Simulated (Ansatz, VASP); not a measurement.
**HfC in VASP and in Ansatz**

```
CELL_PARAMETERS angstrom
3.31477 0.00000 0.00000
-1.65739 2.87068 0.00000
0.00000 0.00000 5.15899
ATOMIC_POSITIONS crystal
Hf 0.66667 0.33333 0.75000
Hf 0.33333 0.66667 0.25000
C 0.00000 0.00000 0.00000
C 0.00000 0.00000 0.50000
```

Alike in both runs: task single point; functional r2SCAN; k mesh 8 × 8 × 5; no spin polarisation.

|  | VASP | Ansatz |
| --- | --- | --- |
| version | VASP 6.6.1 | Ansatz 0.2.0 |
| potentials or method | VASP PAW PBE potentials, release 64 (Hf_pv, C), cutoff 520 eV | plane waves, PAW |
| occupations | fermi-dirac, width 0.1 eV | fermi-dirac |
| valence electrons in the cell | 28 | 60 |

VASP gave:

```
pressure (GPa)                                                : 2.4
traceless stress, the component that is largest in VASP (GPa) : 3.76
```

Task: Estimate Ansatz's values.

Result: Pressure (GPa): 3.5; traceless stress, the component that is largest in VASP (GPa): 3.69.

VASP's potentials were made for PBE, not for r2SCAN. VASP's potentials hold 28 valence electrons a cell and Ansatz's 60, so a difference there can come from the potentials and not from the codes.

Spin-orbit coupling is off throughout.
